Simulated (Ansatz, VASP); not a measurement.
**One calculation of Cu3Mo, two programs**

INCAR

```
  ALGO = Fast
  EDIFF = 1E-7
  EDIFFG = -0.01
  ENCUT = 600
  GGA = PE
  IBRION = 2
  ISIF = 3
  ISMEAR = 0
  LASPH = True
  LCHARG = False
  LREAL = False
  LWAVE = False
  NELM = 60
  NSW = 100
  PREC = Accurate
  SIGMA = 0.1
```

The input KPOINTS:

```
k-points
0
Gamma
  18 18 6
```

Contents of POSCAR:

```
Cu3Mo
1.0
    2.6387176596      0.0000000000      0.0000000000
   -1.3193588298      2.2851965266      0.0000000000
    0.0000000000      0.0000000000      8.6975776375
Cu Mo
3 1
Direct
    0.0000000000      0.0000000000      0.0000000000
    0.6666666667      0.3333333333      0.7608926105
    0.6666666667      0.3333333333      0.2391073895
    0.0000000000      0.0000000000      0.5000000000
```

Input for Ansatz:

```yaml
crystal:
  lattice:
    - [2.6387176596, 0.0, 0.0]
    - [-1.3193588298, 2.2851965266, 0.0]
    - [0.0, 0.0, 8.6975776375]
  atoms:
    - { symbol: Cu, position: [0.0, 0.0, 0.0] }
    - { symbol: Cu, position: [0.6666666667, 0.3333333333, 0.7608926105] }
    - { symbol: Cu, position: [0.6666666667, 0.3333333333, 0.2391073895] }
    - { symbol: Mo, position: [0.0, 0.0, 0.5] }
basis:
  ecutwfc: 420
kpoints:
  mp_grid: { grid: [18, 18, 6] }
hamiltonian:
  xc: pbe
scf:
  occupations: { method: gaussian, width: 0.1 }
output:
  forces: true
  stress: true
  eigenvalues: true
relax:
  adjacent_minimum: "off"
  f_tol: 0.01
  max_steps: 80
  cell: { stress_tol: 0.05 }
```

Change from the starting cell: species swapped into the Co3Ir type (P-6m2, No. 187).

Alike in both runs: task relaxation of cell and atoms; functional PBE; k mesh 18 × 18 × 6; occupations gaussian, width 0.1 eV; no spin polarisation.

|  | VASP | Ansatz |
| --- | --- | --- |
| version | VASP 6.6.1 | Ansatz 0.2.0 |
| potentials or method | VASP PAW PBE potentials, release 64 (Cu, Mo_sv), cutoff 600 eV | scalar-relativistic, plane waves, PAW |
| valence electrons in the cell | 47 | 71 |

VASP gave:

| Property | Result |
| --- | --- |
| gap on the k mesh at the Fermi level, each at its own relaxed structure (eV) | none |
| relaxed volume (Å³/atom) | 13.25 |
| relaxed cell length with the largest relative difference (Å) | 8.686 |

Task: What did Ansatz give for the same quantities?

Result: gap on the k mesh at the Fermi level, each at its own relaxed structure (eV): none; relaxed volume (Å³/atom): 13.20; relaxed cell length with the largest relative difference (Å): 8.670.

A gap of «none» marks a metal or a gap that the smearing closes. VASP's potentials hold 47 valence electrons a cell and Ansatz's 71, so a difference there can come from the potentials and not from the codes.
